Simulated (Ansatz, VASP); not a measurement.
## One calculation of Al, two programs

```
Al
1.0
     2.80980    0.00000    0.00000
    -1.40490    2.43336    0.00000
     0.00000    0.00000    4.71250
Al
2
Direct
  0.66667 0.33333 0.75000
  0.33333 0.66667 0.25000
```

Alike in both runs: task single point; functional PBEsol; k mesh 18 × 18 × 10; occupations gaussian, width 0.15 eV; no spin polarisation.

```csv
,VASP,Ansatz
version,VASP 6.6.1,Ansatz 0.2.0
potentials or method,"VASP PAW PBE potentials, release 64 (Al), cutoff 520 eV","scalar-relativistic, plane waves, PAW"
valence electrons in the cell,6,6
```

|  | VASP | Ansatz | Ansatz less VASP |
| --- | --- | --- | --- |
| gap on the k mesh at the Fermi level (eV) | none | none | - |
| pressure (GPa) | 1.1 | 1.0 | -0.09 |
| traceless stress, the component that is largest in VASP (GPa) | -0.31 | -0.30 | +0.005 |

VASP's potentials were made for PBE, not for PBEsol, and Ansatz warns of the same on its side. A gap of «none» marks a metal or a gap that the smearing closes.
